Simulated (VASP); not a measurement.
# Si2W (I4/mmm) in VASP: a series of runs, part 2 of 2

VASP 6.6.1.

### Step 3. Single point, PBE (strain +0.0150 x Voigt [0, 0, 1, 0, 0, 0])

INCAR reads:

```
ALGO = Normal
EDIFF = 1E-6
ENCUT = 520
GGA = PE
ISIF = 2
ISMEAR = 0
LASPH = T
LCHARG = T
LELF = T
LREAL = F
LVHAR = T
LWAVE = F
NBANDS = 18
NELM = 80
PREC = Accurate
SIGMA = 0.15
```

KPOINTS reads:

```
k-points
0
Gamma
  20 20 20
```

POSCAR reads:

```
Si2W
1.0
   -1.6144976568      1.6144976568      3.9924151181
    1.6144976568     -1.6144976568      3.9924151181
    1.6144976568      1.6144976568     -3.9924151181
Si W
2 1
Direct
    0.3345744059      0.3345744059      0.0000000000
    0.6654255941      0.6654255941      0.0000000000
    0.0000000000      0.0000000000      0.0000000000
```

Potentials or basis: VASP PAW PBE potentials, release 64 (Si, W_sv).

Launch:

```bash
cat potpaw_PBE.64/Si/POTCAR potpaw_PBE.64/W_sv/POTCAR > POTCAR
mpirun -np 1 vasp_std > vasp.out
```

OUTCAR:

```text
EDIFF = 1E-6
   ENCUT = 520
   GGA = PE
   ISIF = 2
   ISMEAR = 0
   LASPH = T
   LREAL = F
   NELM = 80
   PREC = Accurate

 ion  position               nearest neighbor table
   1  0.335  0.335  0.000-   3 2.64   3 2.64   3 2.64   3 2.64   2 2.64   2 2.65   2 2.65   2 2.65
                             2 2.65   3 2.67
   2  0.665  0.665  0.000-   3 2.64   3 2.64   3 2.64   3 2.64   1 2.64   1 2.65   1 2.65   1 2.65
                             1 2.65   3 2.67
   3  0.000  0.000  0.000-   2 2.64   2 2.64   1 2.64   1 2.64   2 2.64   2 2.64   1 2.64   1 2.64
                             1 2.67   2 2.67

  LATTYP: Found a body centered tetragonal cell.
 ALAT       =     3.2289953136
 C/A-ratio  =     2.4728528414

  Lattice vectors:

 A1 = (  -1.6144976568,   1.6144976568,   3.9924151181)
 A2 = (   1.6144976568,  -1.6144976568,   3.9924151181)
 A3 = (   1.6144976568,   1.6144976568,  -3.9924151181)

Analysis of symmetry for initial positions (statically):
=====================================================================
 Subroutine PRICEL returns:
 Original cell was already a primitive cell.

 Routine SETGRP: Setting up the symmetry group for a
 body centered tetragonal supercell.

 Subroutine GETGRP returns: Found 16 space group operations
 (whereof 16 operations were pure point group operations)
 out of a pool of 16 trial point group operations.

The static configuration has the point symmetry D_4h.

Analysis of symmetry for dynamics (positions and initial velocities):
=====================================================================
 Subroutine PRICEL returns:
 Original cell was already a primitive cell.

 Routine SETGRP: Setting up the symmetry group for a
 body centered tetragonal supercell.

 Subroutine GETGRP returns: Found 16 space group operations
 (whereof 16 operations were pure point group operations)
 out of a pool of 16 trial point group operations.
[... 115 lines left out ...]
   NUPDOWN=      -1.0000    fix difference up-down
   EMIN   =  10.00;   EMAX   =-10.00  energy-range for DOS
   EFERMI =   0.00;   METHOD = LEGACY
   ISMEAR =     0;   SIGMA  =   0.15  broadening in eV -4-tet -1-fermi 0-gaus
   EFERMI_NEDOS =   21; number of points for ismear=-14 and -15
   IALGO  =     38    algorithm
   IMIX   =      4    mixing-type and parameters
     AMIX     =   0.40;   BMIX     =  1.00
     AMIX_MAG =   1.60;   BMIX_MAG =  1.00
  volume/ion in A,a.u.               =      13.88        93.64
  Fermi-wavevector in a.u.,A,eV,Ry     =   1.323606  2.501254 23.836511  1.751934
  Thomas-Fermi vector in A             =   2.453202
   LORBIT       =      0    0 simple, 1 ext, 2 COOP (PROOUT), +10 PAW based schemes
   GGA     = PE    functional components
   LHFCALC =     F    Hartree Fock is set to
   AEXX    =    0.0000 exact exchange contribution
   IVDW    =     0    specifies the selected vdW correction
   LEPSILON=     F    determine dielectric tensor
   LRPA    =     F    only Hartree local field effects (RPA)
 non-spin polarized calculation
 Gauss-broadening in eV      SIGMA  =   0.15
  energy-cutoff  :      520.00
  volume of cell :       41.63
 maximum number of plane-waves:      1148
 NGX is ok and might be reduce to    36
   NGX = 17   NGY = 17   NGZ = 17

 number of electron      22.0000001 magnetization

 Free energy of the ion-electron system (eV)
  ---------------------------------------------------
  ext. energy  EPLUGINS =         0.00000000
  ---------------------------------------------------
  free energy    TOTEN  =       -24.80208384 eV

  energy without entropy =      -24.79876284  energy(sigma->0) =      -24.80042334

 E-fermi :  11.5647     XC(G=0): -12.3924

 val. band max:       11.5393512396   @ k =  -0.4000  -0.4500   0.4000
 cond. band min:      11.5708660199   @ k =   0.5000   0.5000   0.3000
 fundamental gap:      0.0315147803
 Fermi energy:        11.5646983709

 k-point     1 :       0.0000    0.0000    0.0000
  band No.  band energies     occupation
      1     -62.3636      2.00000
      2     -26.6089      2.00000
      3     -26.5783      2.00000
      4     -26.5783      2.00000
      5      -2.2896      2.00000
      6       4.8494      2.00000
[... 481 lines left out ...]
      5      -0.1892      2.00000
      6       3.7694      2.00000
[... 10 lines left out ...]
     17      18.5961      0.00000
     18      19.9012      0.00000

 [... further k-points ...]
[... 5 lines left out ...]
  --------------------------------------------------------------------------------------
  -------------------------------------------------------------------------------------
  Total       -0.3349252     -0.3349252     -1.9156272      0.0000000      0.0000000      0.0000000
  in kB      -12.8910390    -12.8910390    -73.7311577      0.0000000      0.0000000      0.0000000
  external PRESSURE =     -33.1710786 kB  Pullay stress =       0.0000000 kB

 VOLUME and BASIS-vectors are now :
 -----------------------------------------------------------------------------
  energy-cutoff  :      520.00
  volume of cell :       41.63
      direct lattice vectors                 reciprocal lattice vectors
    -1.614497657  1.614497657  3.992415118     0.000000000  0.309693853  0.125237478
     1.614497657 -1.614497657  3.992415118     0.309693853  0.000000000  0.125237478
     1.614497657  1.614497657 -3.992415118     0.309693853  0.309693853  0.000000000

 POSITION                                       TOTAL-FORCE (eV/Angst)
 -----------------------------------------------------------------------------------
      0.00000      0.00000      2.67152         0.000000      0.000000      0.041531
      0.00000      0.00000      5.31331        -0.000000     -0.000000     -0.041531
      0.00000      0.00000      0.00000        -0.000000     -0.000000      0.000000
 -----------------------------------------------------------------------------------
    total drift:                                0.000000     -0.000000      0.000000

  FREE ENERGIE OF THE ION-ELECTRON SYSTEM (eV)
  ---------------------------------------------------
  free  energy   TOTEN  =       -24.8020838363 eV

  energy  without entropy=      -24.7987628368  energy(sigma->0) =      -24.80042334
```

OSZICAR:

```text
N       E                     dE             d eps       ncg     rms          rms(c)
DAV:   1     0.130010492232E+03    0.13001E+03   -0.10822E+04 23076   0.123E+03
DAV:   2    -0.211465728101E+02   -0.15116E+03   -0.14761E+03 26572   0.319E+02
DAV:   3    -0.256564526118E+02   -0.45099E+01   -0.44480E+01 28682   0.493E+01
DAV:   4    -0.256981461114E+02   -0.41693E-01   -0.41507E-01 27486   0.495E+00
DAV:   5    -0.256985984541E+02   -0.45234E-03   -0.45231E-03 27486   0.554E-01    0.239E+01
DAV:   6    -0.249136723295E+02    0.78493E+00   -0.39352E+00 24838   0.137E+01    0.788E+00
DAV:   7    -0.248278805402E+02    0.85792E-01   -0.32619E-01 24636   0.308E+00    0.453E+00
DAV:   8    -0.248026653694E+02    0.25215E-01   -0.56386E-02 25870   0.185E+00    0.337E-01
DAV:   9    -0.248021896021E+02    0.47577E-03   -0.13475E-03 26842   0.284E-01    0.203E-01
DAV:  10    -0.248020907637E+02    0.98838E-04   -0.34447E-04 27320   0.157E-01    0.427E-02
DAV:  11    -0.248020834496E+02    0.73142E-05   -0.50774E-05 26262   0.507E-02    0.196E-02
DAV:  12    -0.248020838363E+02   -0.38676E-06   -0.22145E-06 20242   0.101E-02
   1 F= -.24802084E+02 E0= -.24800423E+02  d E =-.332100E-02
```

Wall time 4.1 min (1 thread of Intel Xeon 6975P-C (Granite Rapids), shared host); peak memory 0.56 GiB.

Results:

* Free energy: -24.8021 eV
* Pressure: -3.3 GPa
* Largest force: 0.042 eV/Å
* Band gap on the k mesh: zero (band 11 reaches 12.33 eV, above the bottom of band 12 at 11.03 eV)

Forces in eV/Å, atoms in the order of the input:
```
Si   0.000  0.000  0.042
Si   0.000  0.000 -0.042
W    0.000  0.000  0.000
```

Stress tensor (GPa, compression positive):
```
-1.29  0.00  0.00
 0.00 -1.29  0.00
 0.00  0.00 -7.37
```

Levels at points of the mesh, in eV from the Fermi level:
```tsv
k point	band 9	band 10	band 11	band 12	band 13	band 14
(0.00, 0.00, 0.00)	-2.71	-2.71	0.66	2.64	3.03	3.09
(0.50, 0.00, 0.00)	-2.71	-2.64	-0.37	2.66	2.80	3.71
(0.50, 0.50, 0.00)	-4.89	-3.24	-1.74	2.53	2.91	3.01
(0.50, 0.50, 0.50)	-0.76	-0.76	-0.51	-0.51	0.82	4.11
```

Caveat: the cell differs from its parent crystal (strain +0.0150 x Voigt [0, 0, 1, 0, 0, 0]); spin-orbit coupling is left out, which moves the levels of the heavy elements.
